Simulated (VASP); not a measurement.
# In (C2/m) in VASP: a series of runs, part 2 of 2

VASP 6.6.1.

## 3. Single point, PBEsol (volume scaled by 0.88)

INCAR

```
ALGO     = Normal         # electronic algorithm
EDIFF    = 1E-7           # SCF threshold, eV
ENCUT    = 520            # plane-wave cutoff, eV
GGA      = PS             # functional
ISIF     = 2              # what is computed and relaxed
ISMEAR   = -1             # smearing method
LASPH    = T              # aspherical terms in the spheres
LCHARG   = T              # write CHGCAR
LELF     = T              # ELF
LREAL    = F              # projectors in reciprocal space
LVHAR    = T            
LWAVE    = F              # write WAVECAR
NBANDS   = 12             # bands
NELM     = 100            # most SCF steps
PREC     = Accurate       # precision mode
SIGMA    = 0.1            # smearing width, eV
```

KPOINTS

```
k-points
0
Gamma
  19 19 23
```

POSCAR

```
In
1.0
   -1.5498072550      1.5906223817      2.3695236289
    1.5906223817     -1.5498072550      2.3695236289
    1.4924226759      1.4924226759     -2.3427039806
In
1
Direct
    0.0000000000      0.0000000000      0.0000000000
```

Potentials or basis: VASP PAW PBE potentials, release 64 (In_d).

On the command line:

```console
cat potpaw_PBE.64/In_d/POTCAR > POTCAR
mpirun -np 1 vasp_std > vasp.out
```

OUTCAR:

```text
EDIFF = 1E-7
   ENCUT = 520
   GGA = PS
   ISIF = 2
   ISMEAR = -1
   LASPH = T
   LREAL = F
   NELM = 100
   PREC = Accurate

 ion  position               nearest neighbor table
   1  0.000  0.000  0.000-

  Warning from LATTYP: Got some problem with cell dimensions!
  Tried to take original basis but could not verify dimensions!
  LATTYP: Found a base centered monoclinic cell.
 ALAT       =     4.2792662731
 B/A-ratio  =     1.0378503931
 C/A-ratio  =     0.7368642813
 COS(beta)  =    -0.6599797375

  Lattice vectors:

 A1 = (   0.0573845791,  -3.0830450576,  -0.0268196483)
 A2 = (  -3.0830450576,   0.0573845791,  -0.0268196483)
 A3 = (   1.4924226759,   1.4924226759,  -2.3427039806)

Analysis of symmetry for initial positions (statically):
=====================================================================
 Subroutine PRICEL returns:
 Original cell was already a primitive cell.

 Routine SETGRP: Setting up the symmetry group for a
 base centered monoclinic supercell.

 Subroutine GETGRP returns: Found  4 space group operations
 (whereof  4 operations were pure point group operations)
 out of a pool of  4 trial point group operations.

The static configuration has the point symmetry C_2h.

Analysis of symmetry for dynamics (positions and initial velocities):
=====================================================================
 Subroutine PRICEL returns:
 Original cell was already a primitive cell.

 Routine SETGRP: Setting up the symmetry group for a
 base centered monoclinic supercell.

 Subroutine GETGRP returns: Found  4 space group operations
 (whereof  4 operations were pure point group operations)
 out of a pool of  4 trial point group operations.

The dynamic configuration has the point symmetry C_2h.

 Subroutine INISYM returns: Found  4 space group operations
 (whereof  4 operations are pure point group operations),
 and found     1 'primitive' translations

[... 117 lines left out ...]
   GGA     = PS    functional components
   LHFCALC =     F    Hartree Fock is set to
   AEXX    =    0.0000 exact exchange contribution
   IVDW    =     0    specifies the selected vdW correction
   LEPSILON=     F    determine dielectric tensor
   LRPA    =     F    only Hartree local field effects (RPA)
 non-spin polarized calculation
  energy-cutoff  :      520.00
  volume of cell :       22.51
 maximum number of plane-waves:       626
   NGX = 13   NGY = 13   NGZ = 11

 number of electron      13.0000001 magnetization

 Free energy of the ion-electron system (eV)
  ---------------------------------------------------
  ext. energy  EPLUGINS =         0.00000000
  ---------------------------------------------------
  free energy    TOTEN  =        -2.92283296 eV

  energy without entropy =       -2.90937326  energy(sigma->0) =       -2.91610311

 E-fermi :   9.2403     XC(G=0): -11.1414

 val. band max:        9.2373552560   @ k =  -0.4737   0.3158   0.2174
 cond. band min:       9.2411991517   @ k =  -0.3684   0.1053   0.3043
 fundamental gap:      0.0038438957
 Fermi energy:         9.2403402230

 k-point     1 :       0.0000    0.0000    0.0000
  band No.  band energies     occupation
      1      -5.6756      2.00000
      2      -5.5342      2.00000
      3      -5.4630      2.00000
      4      -5.3898      2.00000
      5      -5.2145      2.00000
      6      -1.4911      2.00000
      7      20.7893      0.00000
      8      20.7950      0.00000
      9      21.4489      0.00000
     10      21.6258      0.00000
     11      24.2584      0.00000
     12      24.5698      0.00000
[... 331 lines left out ...]
 k-point    24 :      -0.2632    0.0526    0.0000
  band No.  band energies     occupation
      1      -5.6216      2.00000
      2      -5.5696      2.00000
      3      -5.4170      2.00000
      4      -5.2832      2.00000
      5      -5.2130      2.00000
      6       0.0908      2.00000
      7      12.7202      0.00000
      8      18.6468      0.00000
      9      20.3034      0.00000
     10      21.4165      0.00000
     11      23.4484      0.00000
     12      23.5769      0.00000

 [... further k-points ...]

------------------------ aborting loop because EDIFF is reached ----------------------------------------

  FORCE on cell =-STRESS in cart. coord.  units (eV):
  Direction    XX          YY          ZZ          XY          YZ          ZX
  --------------------------------------------------------------------------------------
  -------------------------------------------------------------------------------------
  Total        1.1098393      1.1098393      1.0956374      0.0196940     -0.0391172     -0.0391173
  in kB       78.9890138     78.9890138     77.9782459      1.4016514     -2.7840339     -2.7840367
  external PRESSURE =      78.6520912 kB  Pullay stress =       0.0000000 kB

 VOLUME and BASIS-vectors are now :
 -----------------------------------------------------------------------------
  energy-cutoff  :      520.00
  volume of cell :       22.51
      direct lattice vectors                 reciprocal lattice vectors
    -1.549807255  1.590622382  2.369523629     0.004193809  0.322621577  0.208198175
     1.590622382 -1.549807255  2.369523629     0.322621577  0.004193809  0.208198175
     1.492422676  1.492422676 -2.342703981     0.330556820  0.330556820 -0.005693853

 POSITION                                       TOTAL-FORCE (eV/Angst)
 -----------------------------------------------------------------------------------
      0.00000      0.00000      0.00000         0.000000     -0.000000      0.000000
 -----------------------------------------------------------------------------------
    total drift:                                0.000000      0.000000     -0.000000

  FREE ENERGIE OF THE ION-ELECTRON SYSTEM (eV)
  ---------------------------------------------------
  free  energy   TOTEN  =        -2.9228329631 eV

  energy  without entropy=       -2.9093732553  energy(sigma->0) =       -2.91610311
```

stdout:

```text
POSCAR found type information on POSCAR In
 POSCAR found :  1 types and       1 ions
 scaLAPACK will be used
 -----------------------------------------------------------------------------
|                                                                             |
|                                                                             |
|     You enforced a specific xc type in the INCAR file but a different       |
|     I HOPE YOU KNOW WHAT YOU ARE DOING!                                     |
|                                                                             |
 -----------------------------------------------------------------------------

 LDA part: xc-table for (Slater+PW92), standard interpolation
 POSCAR, INCAR and KPOINTS ok, starting setup
 FFT: planning ... GRIDC
 FFT: planning ... GRID_SOFT
 FFT: planning ... GRID
 WAVECAR not read
 entering main loop
```

It took 3.6 min on 1 thread of Intel Xeon 6975P-C, shared host; peak memory 0.63 GiB.

What came out:

```
Free energy : -2.9228 eV
Pressure    : 7.9 GPa
```

Stress tensor (GPa, compression positive):
```
 7.90  0.14 -0.28
 0.14  7.90 -0.28
-0.28 -0.28  7.80
```

Levels at points of the mesh, in eV from the Fermi level:
| k point | band 2 | band 3 | band 4 | band 5 | band 6 | band 7 | band 8 | band 9 | band 10 | band 11 |
| --- | --- | --- | --- | --- | --- | --- | --- | --- | --- | --- |
| (0.00, 0.00, 0.00) | -14.77 | -14.70 | -14.63 | -14.45 | -10.73 | 11.55 | 11.55 | 12.21 | 12.39 | 15.02 |

Caveat: the PAW data sets were made with another functional, which shifts forces and pressure a little; spin-orbit coupling is left out, which moves the levels of the heavy elements.

## 4. Single point, PBEsol (volume scaled by 1.08)

INCAR

```
ALGO = Normal
EDIFF = 1E-6
ENCUT = 500
GGA = PS
GGA_COMPAT = False
ISIF = 2
ISMEAR = -1
LASPH = True
LCHARG = False
LREAL = False
LWAVE = False
NBANDS = 12
NELM = 120
PREC = Accurate
SIGMA = 0.1
```

KPOINTS is that of step 3.

POSCAR

```
In
1.0
   -1.6592992519      1.7029979176      2.5369275902
    1.7029979176     -1.6592992519      2.5369275902
    1.5978605220      1.5978605220     -2.5082131664
In
1
Direct
    0.0000000000      0.0000000000      0.0000000000
```

Potentials or basis: VASP PAW PBE potentials, release 64 (In_d).

On the command line:

```console
cat potpaw_PBE.64/In_d/POTCAR > POTCAR
mpirun -np 1 vasp_std > vasp.out
```

OUTCAR:

```text
EDIFF = 1E-6
   ENCUT = 500
   GGA = PS
   ISIF = 2
   ISMEAR = -1
   LASPH = True
   LREAL = False
   NELM = 120
   PREC = Accurate

 ion  position               nearest neighbor table
   1  0.000  0.000  0.000-

  Warning from LATTYP: Got some problem with cell dimensions!
  Tried to take original basis but could not verify dimensions!
  LATTYP: Found a base centered monoclinic cell.
 ALAT       =     4.5815912284
 B/A-ratio  =     1.0378503932
 C/A-ratio  =     0.7368642813
 COS(beta)  =    -0.6599797375

  Lattice vectors:

 A1 = (   0.0614387299,  -3.3008584396,  -0.0287144238)
 A2 = (  -3.3008584396,   0.0614387299,  -0.0287144238)
 A3 = (   1.5978605220,   1.5978605220,  -2.5082131664)

Analysis of symmetry for initial positions (statically):
=====================================================================
 Subroutine PRICEL returns:
 Original cell was already a primitive cell.

 Routine SETGRP: Setting up the symmetry group for a
 base centered monoclinic supercell.

 Subroutine GETGRP returns: Found  4 space group operations
 (whereof  4 operations were pure point group operations)
 out of a pool of  4 trial point group operations.

The static configuration has the point symmetry C_2h.
[... 171 lines left out ...]
      4      -7.6463      2.00000
      5      -7.5395      2.00000
      6      -2.4437      2.00000
      7      16.5243      0.00000
      8      16.7809      0.00000
      9      17.1691      0.00000
     10      18.3140      0.00000
     11      20.0348      0.00000
     12      20.3414      0.00000
[... 331 lines left out ...]
 k-point    24 :      -0.2632    0.0526   -0.0000
  band No.  band energies     occupation
      1      -7.7647      2.00000
      2      -7.7466      2.00000
      3      -7.6556      2.00000
      4      -7.5785      2.00000
      5      -7.5380      2.00000
      6      -1.1149      2.00000
      7       9.7230      0.00000
      8      14.7977      0.00000
      9      16.0938      0.00000
     10      17.9434      0.00000
     11      19.4563      0.00000
     12      19.7936      0.00000

 [... further k-points ...]

------------------------ aborting loop because EDIFF is reached ----------------------------------------

  FORCE on cell =-STRESS in cart. coord.  units (eV):
  Direction    XX          YY          ZZ          XY          YZ          ZX
  --------------------------------------------------------------------------------------
  -------------------------------------------------------------------------------------
  Total       -0.4798723     -0.4798723     -0.4975893      0.0209323     -0.0148825     -0.0148826
  in kB      -27.8285871    -27.8285871    -28.8560263      1.2138987     -0.8630625     -0.8630648
  external PRESSURE =     -28.1710668 kB  Pullay stress =       0.0000000 kB

 VOLUME and BASIS-vectors are now :
 -----------------------------------------------------------------------------
  energy-cutoff  :      500.00
  volume of cell :       27.63
      direct lattice vectors                 reciprocal lattice vectors
    -1.659299252  1.702997918  2.536927590     0.003917072  0.301332782  0.194459825
     1.702997918 -1.659299252  2.536927590     0.301332782  0.003917072  0.194459825
     1.597860522  1.597860522 -2.508213166     0.308744404  0.308744404 -0.005318133

 POSITION                                       TOTAL-FORCE (eV/Angst)
 -----------------------------------------------------------------------------------
      0.00000      0.00000      0.00000        -0.000000      0.000000     -0.000000
 -----------------------------------------------------------------------------------
    total drift:                               -0.000000     -0.000000     -0.000000

  FREE ENERGIE OF THE ION-ELECTRON SYSTEM (eV)
  ---------------------------------------------------
  free  energy   TOTEN  =        -2.9720725883 eV

  energy  without entropy=       -2.9568178617  energy(sigma->0) =       -2.96444522
```

OSZICAR:

```text
N       E                     dE             d eps       ncg     rms          rms(c)
DAV:   1     0.770872016645E+02    0.77087E+02   -0.61140E+03 53292   0.130E+03
DAV:   2     0.776666957063E+00   -0.76311E+02   -0.74370E+02 55108   0.285E+02
DAV:   3    -0.292144393048E+01   -0.36981E+01   -0.36868E+01 62612   0.637E+01
DAV:   4    -0.300637527334E+01   -0.84931E-01   -0.84905E-01 66200   0.970E+00
DAV:   5    -0.301024932794E+01   -0.38741E-02   -0.38739E-02 72752   0.182E+00    0.202E+00
DAV:   6    -0.297831647235E+01    0.31933E-01   -0.52980E-02 66476   0.461E+00    0.958E-01
DAV:   7    -0.297258463179E+01    0.57318E-02   -0.13955E-02 68472   0.216E+00    0.257E-01
DAV:   8    -0.297206926637E+01    0.51537E-03   -0.79178E-04 68708   0.478E-01    0.249E-02
DAV:   9    -0.297207185636E+01   -0.25900E-05   -0.11200E-05 76852   0.414E-02    0.149E-02
DAV:  10    -0.297207258825E+01   -0.73189E-06   -0.70095E-07 39344   0.105E-02
   1 F= -.29720726E+01 E0= -.29644452E+01  d E =-.152547E-01
```

stdout:

```text
POSCAR found type information on POSCAR In
 POSCAR found :  1 types and       1 ions
 scaLAPACK will be used
 -----------------------------------------------------------------------------
|                                                                             |
|                                                                             |
|     You enforced a specific xc type in the INCAR file but a different       |
|     I HOPE YOU KNOW WHAT YOU ARE DOING!                                     |
|                                                                             |
 -----------------------------------------------------------------------------

 LDA part: xc-table for (Slater+PW92), standard interpolation
 POSCAR, INCAR and KPOINTS ok, starting setup
 FFT: planning ... GRIDC
 FFT: planning ... GRID_SOFT
 FFT: planning ... GRID
 WAVECAR not read
 entering main loop
```

It took 6.2 min on 1 thread of Intel Xeon 6975P-C, shared host; peak memory 0.72 GiB.

Results:

* Free energy: -2.9721 eV
* Pressure: -2.8 GPa

Levels at points of the mesh, in eV from the Fermi level:
| k point | band 3 | band 4 | band 5 | band 6 | band 7 | band 8 | band 9 | band 10 |
| --- | --- | --- | --- | --- | --- | --- | --- | --- |
| (0.00, 0.00, 0.00) | -14.41 | -14.38 | -14.27 | -9.17 | 9.79 | 10.05 | 10.44 | 11.58 |

Caveat: the PAW data sets were made with another functional, which shifts forces and pressure a little; spin-orbit coupling is left out, which moves the levels of the heavy elements.

## 5. Overview

| cell | k mesh | cutoff (eV) | gap on the mesh (eV) | pressure (GPa) |
| --- | --- | --- | --- | --- |
| a = 3.389, b = 3.389, c = 3.291 Å, angles 122.4, 122.4, 86.3°, 1 atom | 12 × 12 × 14 | 520 | none | 0.0 |
| a = 3.248, b = 3.248, c = 3.153 Å, angles 122.4, 122.4, 86.3°, 1 atom | 19 × 19 × 23 | 520 | none | 7.9 |
| a = 3.477, b = 3.477, c = 3.376 Å, angles 122.4, 122.4, 86.3°, 1 atom | 19 × 19 × 23 | 500 | none | -2.8 |

Alike in all rows: task single point; level PBEsol; potentials or basis VASP PAW PBE potentials, release 64 (In_d); no spin polarisation; smearing fermi-dirac 0.1 eV.

Caveats: the PAW data sets were made with another functional, which shifts forces and pressure a little; spin-orbit coupling is left out, which moves the levels of the heavy elements.

Absolute energies hang on the potentials; compare differences alone.
